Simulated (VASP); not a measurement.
# Hf4HS8 (a cell with a defect) in VASP: notebook

Hf4HS8 (a cell with a defect) is run at these levels: PBE+D3(BJ); tasks: single point.

All numbers are computed with VASP 6.6.1; they aren't measurements. Logs are shortened: lines on timing, memory, paths and dates and some standing lists are left out, and cuts for length are marked.

## Step 1: The cell of the first run

The cell holds a defect, 13 atoms: a = 6.804 Å, b = 6.804 Å, c = 7.212 Å, α = 105.36°, β = 105.36°, γ = 116.00°.

## Step 2: Single point, PBE+D3(BJ)

Input file INCAR:

```
PREC = Accurate
ENCUT = 520
EDIFF = 1E-6
ISMEAR = 0
SIGMA = 0.02
LREAL = False
LASPH = True
NELM = 60
ALGO = Normal
ISIF = 2
LWAVE = False
LCHARG = False
GGA = PE
IVDW = 12
NBANDS = 56
NELECT = 90.0
```

Input file KPOINTS:

```
regular mesh
0
Gamma
  3 3 3
```

Input file POSCAR:

```
Hf4HS8
1.0
    3.6058628313      0.0000000000     -5.7703876582
    3.6058628313      0.0000000000      5.7703876582
   -3.6058628313     -6.2455376290      0.0000000000
Hf S H
4 8 1
Direct
    0.5039335328      0.5063382240      0.0021308013
    1.0045084850     -0.0061076721      0.0066734047
    0.4960664478      0.4936617566      0.4978692284
    0.9954915549      0.0061075935      0.4933266250
    0.7945394015      0.5460602550      0.3365659011
    0.2955802884      0.0351556707      0.3374705470
    0.7943356248      0.5367605557      0.8325786039
    0.3038885661      0.0407738345      0.8222216093
    0.7044196922      0.9648443099      0.1625294827
    0.2054604991      0.4539396455      0.1634339685
    0.6961114208      0.9592261524      0.6777784798
    0.2056642821      0.4632393512      0.6674213251
    0.4999999565     -0.0000000731      0.7499999645
```

Potentials or basis: VASP PAW PBE potentials, release 64 (Hf_pv, S, H).

Command:

```bash
cat potpaw_PBE.64/Hf_pv/POTCAR potpaw_PBE.64/S/POTCAR potpaw_PBE.64/H/POTCAR > POTCAR
mpirun -np 1 vasp_std > vasp.out
```

OUTCAR:

```text
PREC = Accurate
   ENCUT = 520
   EDIFF = 1E-6
   ISMEAR = 0
   LREAL = False
   LASPH = True
   NELM = 60
   ISIF = 2
   GGA = PE
   IVDW = 12
   NELECT = 90.0
 IVDW          = 12

 ion  position               nearest neighbor table
   1  0.504  0.506  0.002-  10 2.54   9 2.54   5 2.54   7 2.55  12 2.56   8 2.58   2 3.55   4 3.56
                             3 3.60   3 3.61   4 3.65   2 3.67
   2  0.005  0.994  0.007-   6 2.52   7 2.53   9 2.54  10 2.55  11 2.59   8 2.67   4 3.51   1 3.55
                             3 3.56   3 3.65   1 3.67   4 3.71
   3  0.496  0.494  0.498-   5 2.54   6 2.54  10 2.54  12 2.55   7 2.56  11 2.58   4 3.55   2 3.56
                             1 3.60   1 3.61   2 3.65   4 3.67
   4  0.995  0.006  0.493-   9 2.52  12 2.53   6 2.54   5 2.55   8 2.59  11 2.67   2 3.51   3 3.55
                             1 3.56   1 3.65   3 3.67   2 3.71
   5  0.795  0.546  0.337-   3 2.54   1 2.54   4 2.55
   6  0.296  0.035  0.337-   2 2.52   4 2.54   3 2.54
   7  0.794  0.537  0.833-   2 2.53   1 2.55   3 2.56
   8  0.304  0.041  0.822-  13 1.66   1 2.58   4 2.59   2 2.67
   9  0.704  0.965  0.163-   4 2.52   2 2.54   1 2.54
  10  0.205  0.454  0.163-   1 2.54   3 2.54   2 2.55
  11  0.696  0.959  0.678-  13 1.66   3 2.58   2 2.59   4 2.67
  12  0.206  0.463  0.667-   4 2.53   3 2.55   1 2.56
  13  0.500  1.000  0.750-  11 1.66   8 1.66

  LATTYP: Found a face centered orthorhombic cell.
 ALAT       =     7.2117256626
 B/A-ratio  =     1.6002793029
 C/A-ratio  =     1.7320508076

  Lattice vectors:

 A1 = (   0.0000000000,  -6.2455376290,   5.7703876582)
 A2 = (   3.6058628313,  -6.2455376290,   0.0000000000)
 A3 = (   3.6058628313,   0.0000000000,   5.7703876582)

Analysis of symmetry for initial positions (statically):
=====================================================================
 Subroutine PRICEL returns:
 Original cell was already a primitive cell.

 Routine SETGRP: Setting up the symmetry group for a
 face centered orthorhombic supercell.

 Subroutine GETGRP returns: Found  2 space group operations
 (whereof  1 operations were pure point group operations)
 out of a pool of  8 trial point group operations.

The static configuration has the point symmetry C_1 .
 The point group associated with its full space group is S_2 .

Analysis of symmetry for dynamics (positions and initial velocities):
=====================================================================
 Subroutine PRICEL returns:
 Original cell was already a primitive cell.

 Routine SETGRP: Setting up the symmetry group for a
 face centered orthorhombic supercell.

 Subroutine GETGRP returns: Found  2 space group operations
 (whereof  1 operations were pure point group operations)
 out of a pool of  8 trial point group operations.

The dynamic configuration has the point symmetry C_1 .
 The point group associated with its full space group is S_2 .

 Subroutine INISYM returns: Found  2 space group operations
 (whereof  1 operations are pure point group operations),
 and found     1 'primitive' translations

----------------------------------------------------------------------------------------

                                     Primitive cell

  volume of cell :     259.9046

  direct lattice vectors                    reciprocal lattice vectors
     3.605862831  0.000000000 -5.770387658     0.138663067 -0.080057159 -0.086649291
     3.605862831  0.000000000  5.770387658     0.138663067 -0.080057159  0.086649291
    -3.605862831 -6.245537629  0.000000000     0.000000000 -0.160114318  0.000000000

  length of vectors
     6.804382447  6.804382447  7.211725663     0.182056844  0.182056844  0.160114318

  position of ions in fractional coordinates (direct lattice)
     0.503933533  0.506338224  0.002130801
     0.004508485  0.993892328  0.006673405
     0.496066448  0.493661757  0.497869228
     0.995491555  0.006107593  0.493326625
     0.794539402  0.546060255  0.336565901
     0.295580288  0.035155671  0.337470547
     0.794335625  0.536760556  0.832578604
     0.303888566  0.040773835  0.822221609
     0.704419692  0.964844310  0.162529483
     0.205460499  0.453939646  0.163433969
     0.696111421  0.959226152  0.677778480
     0.205664282  0.463239351  0.667421325
     0.499999956  0.999999927  0.749999964

  ion indices of the primitive-cell ions
   primitive index   ion index
[... 31 lines left out ...]

  Shift w.r.t. Gamma in fractional coordinates (k-lattice)
     0.000000000  0.000000000  0.000000000

 Subroutine IBZKPT returns following result:
 ===========================================

 Found     14 irreducible k-points:

 Following reciprocal coordinates:
            Coordinates               Weight
  0.000000  0.000000  0.000000      1.000000
  0.333333  0.000000 -0.000000      2.000000
  0.000000  0.333333 -0.333333      2.000000
 -0.000000 -0.333333  0.000000      2.000000
 -0.333333 -0.000000  0.333333      2.000000
  0.333333  0.333333 -0.000000      2.000000
  0.333333  0.333333  0.333333      2.000000
 -0.333333  0.333333  0.000000      2.000000
  0.000000  0.000000  0.333333      2.000000
  0.333333  0.000000  0.333333      2.000000
  0.000000  0.333333  0.333333      2.000000
 -0.333333  0.333333  0.333333      2.000000
 -0.333333  0.333333 -0.333333      2.000000
 -0.333333 -0.333333  0.333333      2.000000
   k-points           NKPTS =     14   k-points in BZ     NKDIM =     14   number of bands    NBANDS=     56
   number of dos      NEDOS =    301   number of ions     NIONS =     13
   total plane-waves  NPLWV = 157464
   dimension x,y,z NGX =    54 NGY =   54 NGZ =   54
   dimension x,y,z NGXF=   108 NGYF=  108 NGZF=  108
   ions per type =               4   8   1
   NGX,Y,Z   is equivalent  to a cutoff of  13.19, 13.19, 12.45 a.u.
   NGXF,Y,Z  is equivalent  to a cutoff of  26.39, 26.39, 24.90 a.u.
 SYSTEM =  unknown system
   PREC   = accura    normal or accurate (medium, high low for compatibility)
   ISTART =      0    job   : 0-new  1-cont  2-samecut
   ICHARG =      2    charge: 1-file 2-atom 10-const
   ISPIN  =      1    spin polarized calculation?
   LNONCOLLINEAR =      F non collinear calculations
   LSORBIT =      F    spin-orbit coupling
   LASPH  =      T    aspherical Exc in radial PAW
   ENCUT  =  520.0 eV  38.22 Ry    6.18 a.u.  12.65 12.65 13.41*2*pi/ulx,y,z
   NELM   =     60;   NELMIN=  2; NELMDL= -5     # of ELM steps
   EDIFF  = 0.1E-05   stopping-criterion for ELM
   LREAL  =      F    real-space projection
   EDIFFG = 0.1E-04   stopping-criterion for IOM
   NSW    =      0    number of steps for IOM
   IBRION =     -1    ionic relax: 0-MD 1-quasi-New 2-CG
   NFREE  =      0    steps in history (QN), initial steepest desc. (CG)
   ISIF   =      2    stress and relaxation
   ISYM   =      2    0-nonsym 1-usesym 2-fastsym
   POTIM  = 0.5000    time-step for ionic-motion
   TEBEG  =    0.0;   TEEND  =   0.0 temperature during run
   PSTRESS=    0.0 pullay stress
   NELECT =      90.0000    total number of electrons
   NUPDOWN=      -1.0000    fix difference up-down
   EMIN   =  10.00;   EMAX   =-10.00  energy-range for DOS
   EFERMI =   0.00;   METHOD = LEGACY
   ISMEAR =     0;   SIGMA  =   0.02  broadening in eV -4-tet -1-fermi 0-gaus
   EFERMI_NEDOS =   21; number of points for ismear=-14 and -15
   IALGO  =     38    algorithm
   IMIX   =      4    mixing-type and parameters
     AMIX     =   0.40;   BMIX     =  1.00
     AMIX_MAG =   1.60;   BMIX_MAG =  1.00
  volume/ion in A,a.u.               =      19.99       134.92
  Fermi-wavevector in a.u.,A,eV,Ry     =   1.149611  2.172450 17.981541  1.321606
  Thomas-Fermi vector in A             =   2.286280
   LORBIT       =      0    0 simple, 1 ext, 2 COOP (PROOUT), +10 PAW based schemes
   GGA     = PE    functional components
   LHFCALC =     F    Hartree Fock is set to
   AEXX    =    0.0000 exact exchange contribution
   IVDW    =    12    specifies the selected vdW correction
   LEPSILON=     F    determine dielectric tensor
   LRPA    =     F    only Hartree local field effects (RPA)
 non-spin polarized calculation
 Gauss-broadening in eV      SIGMA  =   0.02
  energy-cutoff  :      520.00
  volume of cell :      259.90
 maximum number of plane-waves:      7055
 NGX is ok and might be reduce to    50
   NGX = 25   NGY = 25   NGZ = 27

 number of electron      89.9999998 magnetization

 Free energy of the ion-electron system (eV)
  ---------------------------------------------------
  ext. energy  EPLUGINS =         0.00000000
  ---------------------------------------------------
  free energy    TOTEN  =       -88.79592397 eV

  energy without entropy =      -88.79592393  energy(sigma->0) =      -88.79592395

 E-fermi :   5.0472     XC(G=0):  -9.9941

 val. band max:        4.9807000347   @ k =   0.0000   0.3333  -0.3333
 cond. band min:       5.1124092699   @ k =   0.0000   0.3333   0.3333
 fundamental gap:      0.1317092353
 Fermi energy:         5.0471778536

 k-point     1 :       0.0000    0.0000    0.0000
  band No.  band energies     occupation
      1     -26.8235      2.00000
      2     -26.8061      2.00000
      3     -26.7969      2.00000
      4     -26.6622      2.00000
      5     -26.6523      2.00000
      6     -26.6397      2.00000
[... 815 lines left out ...]
     55       7.8369      0.00000
     56       7.9198      0.00000

------------------------ aborting loop because EDIFF is reached ----------------------------------------

 Edisp (eV)   -4.22258

 E8    (eV) :    -1.8059

  FORCE on cell =-STRESS in cart. coord.  units (eV):
  Direction    XX          YY          ZZ          XY          YZ          ZX
  --------------------------------------------------------------------------------------
  -------------------------------------------------------------------------------------
  Total       3.16698     3.92682     7.40773    -0.77727     1.45484     2.51620
  in kB      19.52278    24.20679    45.66483    -4.79149     8.96831    15.51107
  external pressure =       29.80 kB  Pullay stress =        0.00 kB

 VOLUME and BASIS-vectors are now :
 -----------------------------------------------------------------------------
  energy-cutoff  :      520.00
  volume of cell :      259.90
      direct lattice vectors                 reciprocal lattice vectors
     3.605862831  0.000000000 -5.770387658     0.138663067 -0.080057159 -0.086649291
     3.605862831  0.000000000  5.770387658     0.138663067 -0.080057159  0.086649291
    -3.605862831 -6.245537629  0.000000000     0.000000000 -0.160114318  0.000000000

 POSITION                                       TOTAL-FORCE (eV/Angst)
 -----------------------------------------------------------------------------------
      3.63522     -0.01331      0.01388        -0.012301     -0.001698     -0.001234
      3.57603     -0.04168      5.70913        -0.038837     -0.014431      0.013365
      1.77358     -3.10946     -0.01388         0.012301      0.001698      0.001234
      1.83276     -3.08109     -5.70913         0.038837      0.014431     -0.013365
      3.62041     -2.10203     -1.43382        -0.007595      0.002829      0.057851
     -0.02428     -2.10768     -1.50275        -0.011214     -0.001336      0.067207
      1.79759     -5.19990     -1.48631         0.008960     -0.002184      0.060242
     -1.72201     -5.13522     -1.51827         0.007172     -0.001012      0.049000
      5.43308     -1.01508      1.50275         0.011214      0.001336     -0.067207
      1.78839     -1.02073      1.43382         0.007595     -0.002829     -0.057851
      3.52494     -4.23309      1.51827        -0.007172      0.001012     -0.049000
      0.00535     -4.16841      1.48631        -0.008960      0.002184     -0.060242
      2.70440     -4.68415      2.88519        -0.000000     -0.000000     -0.000000
 -----------------------------------------------------------------------------------
    total drift:                                0.000114     -0.000452     -0.000692

  FREE ENERGIE OF THE ION-ELECTRON SYSTEM (eV)
  ---------------------------------------------------
  free  energy   TOTEN  =       -93.0185075796 eV

  energy  without entropy=      -93.0185075389  energy(sigma->0) =      -93.01850756
```

It took 5 min on 1 thread of Intel Xeon Platinum 8488C (Sapphire Rapids), shared host; peak memory 0.47 GiB.

What came out:

| Item | Value |
| --- | --- |
| Free energy | -93.0185 eV |
| Largest force | 0.068 eV/Å |
| Dispersion energy per atom | -0.325 eV |

Forces in eV/Å, atoms in the order of the input:
```
Hf  -0.012 -0.002 -0.001
Hf  -0.039 -0.014  0.013
Hf   0.012  0.002  0.001
Hf   0.039  0.014 -0.013
S   -0.008  0.003  0.058
S   -0.011 -0.001  0.067
S    0.009 -0.002  0.060
S    0.007 -0.001  0.049
S    0.011  0.001 -0.067
S    0.008 -0.003 -0.058
S   -0.007  0.001 -0.049
S   -0.009  0.002 -0.060
H    0.000  0.000  0.000
```

Caveat: the k points lie up to 0.38 Å⁻¹ apart, too coarse for converged energies and pressures of a metal; the cell carries a net charge on a neutralising background, which shifts energy and pressure; the cell is charged against a uniform background, so pressure and absolute levels hang on convention; spin-orbit coupling is left out, which moves the levels of the heavy elements.

## Step 3: Single point, PBE+D3(BJ), collinear spin

Input file INCAR:

```
SYSTEM = Hf4HS8
ALGO = Normal ; EDIFF = 1E-6
ENCUT = 520 ; GGA = PE
ISIF = 2 ; ISMEAR = 0
ISPIN = 2 ; IVDW = 12
LASPH = .TRUE. ; LCHARG = .FALSE.
LMAXMIX = 4 ; LORBIT = 11
LREAL = .FALSE. ; LWAVE = .FALSE.
MAGMOM = 0.14 0.15 0.14 0.08 0.02 0.02 0.02 0.02 0 0.01 0.01 0.01 0.01 ; NBANDS = 60
NELM = 150 ; PREC = Accurate
SIGMA = 0.02
```

Input file KPOINTS:

```
k-points
0
G
  3 3 3
  0 0 0
```

Input file POSCAR:

```
Hf4HS8
1.0
    3.6058628401      0.0000000000      5.7703877075
    3.6058628401      0.0000000000     -5.7703877075
   -3.6058628401      6.2455376441      0.0000000000
Hf S H
4 8 1
Direct
    0.0040817059      0.9935166086      0.5066367670
   -0.0040816397      1.0064835589     -0.0066367385
    0.5036101251      0.5071935932      0.5023806082
    0.4963898530      0.4928063850     -0.0023805797
    0.6948393835      0.9582379759      0.1759537869
    0.7055421251      0.9646198641      0.6628793606
    0.2053249757      0.4609818006      0.1672062614
    0.2052931641      0.4519194000      0.6626636866
    0.3051605947      0.0417620023      0.3240462415
    0.2944579980      0.0353802591      0.8371207249
    0.7946751412      0.5390183162      0.3327937671
    0.7947068790      0.5480806431      0.8373362388
    0.5000000168      1.0000000421      0.2499999342
```

Potentials or basis: VASP PAW PBE potentials, release 64 (Hf_pv, S, H).

Command:

```bash
cat potpaw_PBE.64/Hf_pv/POTCAR potpaw_PBE.64/S/POTCAR potpaw_PBE.64/H/POTCAR > POTCAR
mpirun -np 1 vasp_std > vasp.out
```

Wall time 8.2 min (1 thread of Intel Xeon Platinum 8488C (Sapphire Rapids), shared host); peak memory 0.68 GiB.

Results (log left out):

```yaml
Free_energy: -97.9738 eV
Pressure: -1.7 GPa
Largest_force: 0.074 eV/Å
Net_moment: 0.21 μB per cell
Site_moments: Hf +0.04, +0.02 (each value once); S +0.00; H +0.00 μB
Valence_electrons_inside_the_program's_atomic_spheres: Hf 8.28, 8.30 (each value once); S 3.76, 3.77 (each value once); H 0.47
Dispersion_energy_per_atom: -0.325 eV
```

Forces in eV/Å, atoms in the order of the input:
```
Hf  -0.044  0.012 -0.008
Hf   0.044 -0.012  0.008
Hf  -0.021  0.010  0.001
Hf   0.021 -0.010 -0.001
S   -0.006 -0.002  0.056
S    0.018 -0.005  0.072
S   -0.011 -0.002  0.061
S    0.013  0.003  0.055
S    0.006  0.002 -0.056
S   -0.018  0.005 -0.072
S    0.011  0.002 -0.061
S   -0.013 -0.003 -0.055
H    0.000  0.000  0.000
```

Stress tensor (GPa, compression positive):
```
-1.99  0.70 -1.54
 0.70 -1.48  0.80
-1.54  0.80 -1.65
```

Levels at points of the mesh, in eV from the Fermi level:
Spin up:
| k point | band 41 | band 42 | band 43 | band 44 | band 45 | band 46 | band 47 | band 48 |
| --- | --- | --- | --- | --- | --- | --- | --- | --- |
| (0.00, 0.00, 0.00) | -2.16 | -1.35 | -1.32 | -1.20 | -0.47 | -0.23 | -0.03 | 0.87 |
Spin down:
| k point | band 41 | band 42 | band 43 | band 44 | band 45 | band 46 | band 47 | band 48 |
| --- | --- | --- | --- | --- | --- | --- | --- | --- |
| (0.00, 0.00, 0.00) | -2.16 | -1.35 | -1.32 | -1.19 | -0.42 | -0.21 | 0.00 | 0.91 |

Caveat: the k points lie up to 0.38 Å⁻¹ apart; spin-orbit coupling is left out, which moves the levels of the heavy elements.
